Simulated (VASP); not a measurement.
Input of a VASP 6.6.1 run:

The input INCAR:

```
ALGO     = Normal         # electronic algorithm
EDIFF    = 1E-6           # SCF threshold, eV
ENCUT    = 500            # plane-wave cutoff, eV
GGA      = PE             # functional
GGA_COMPAT= F            
ISIF     = 2              # what is computed and relaxed
ISMEAR   = 0              # smearing method
LASPH    = T              # aspherical terms in the spheres
LCHARG   = F              # write CHGCAR
LREAL    = F              # projectors in reciprocal space
LWAVE    = F              # write WAVECAR
NBANDS   = 12             # bands
NELM     = 120            # most SCF steps
PREC     = Accurate       # precision mode
SIGMA    = 0.017          # smearing width, eV
```

Contents of KPOINTS:

```
k-points
0
Gamma
  10 10 10
```

POSCAR

```
Ga
1.0
    2.7164800000      0.0000000000      0.0000000000
    0.0000000000      2.7164800000      0.0000000000
    0.0000000000      0.0000000000      2.7164800000
Ga
1
Direct
    0.0000000000      0.0000000000      0.0000000000
```

Potentials or basis: VASP PAW PBE potentials, release 64 (Ga_d).

Run with:

```console
$ cat potpaw_PBE.64/Ga_d/POTCAR > POTCAR
$ mpirun -np 1 vasp_std > vasp.out
```

**Question.** Predict the pressure.

**Answer.** 0.6 GPa.
